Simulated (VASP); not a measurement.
**TaN: vibrations by perturbation theory with PBEsol**

TaN:

```xyz
2
Lattice="2.8945 0.0000 0.0000 -1.4472 2.5067 0.0000 0.0000 0.0000 2.8416" Properties=species:S:1:pos:R:3 pbc="T T T"
Ta    0.0000    0.0000    1.4208
N     1.4472    0.8356    0.0000
```

* Program: VASP 6.6.1
* Task: vibrations by perturbation theory
* Functional: PBEsol
* Potentials or basis: VASP PAW PBE potentials, release 64 (Ta_pv, N)
* Cutoff: 520 eV
* k mesh: 15 × 15 × 14
* Occupations: fermi-dirac, width 0.08 eV
* Spin: no spin polarisation
* Dipole correction: no
* Further INCAR settings: ALGO = Normal; EDIFF = 1e-08; IBRION = 8; NSW = 1

```yaml
Highest_phonon_frequency_at_Γ: 597 cm⁻¹
```

Phonon frequencies in cm⁻¹ (negative: imaginary):
```tsv
q point	frequencies
(0.000, 0.000, 0.000)	0 0 0 563 563 597
```

It took 8.5 min on 1 thread of Intel(R) Xeon(R) 6975P-C (Granite Rapids), on a shared host, peak memory 0.67 GiB.

Caveat: the cell stands under pressure or tension, which shifts response properties.
